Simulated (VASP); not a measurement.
Runs of VASP 6.6.1 on Mg. The structure is that of space group P6_3/mmc (No. 194), or close to it. The cells are those of the table. 

```csv
cell,gap on the mesh (eV),pressure (GPa)
"a = 3.166, b = 3.166, c = 5.140 Å, angles 90.0, 90.0, 120.0°, 2 atoms",none,1.1
"a = 3.252, b = 3.252, c = 5.279 Å, angles 90.0, 90.0, 120.0°, 2 atoms",none,(b)
"a = 3.293, b = 3.293, c = 5.346 Å, angles 90.0, 90.0, 120.0°, 2 atoms",none,(a)
"a = 3.121, b = 3.121, c = 5.067 Å, angles 90.0, 90.0, 120.0°, 2 atoms",none,2.9
"a = 3.209, b = 3.209, c = 5.210 Å, angles 90.0, 90.0, 120.0°, 2 atoms",none,-0.4
```

Alike in all rows: task single point; level PBE; potentials or basis VASP PAW PBE potentials, release 64 (Mg); no spin polarisation; k mesh 10 × 10 × 6; cutoff (eV) 520; smearing fermi-dirac 0.1 eV.

Estimate the missing entries.

(a) -2.7; (b) -1.7.

A gap of «none» marks levels without a gap at the run's occupations.
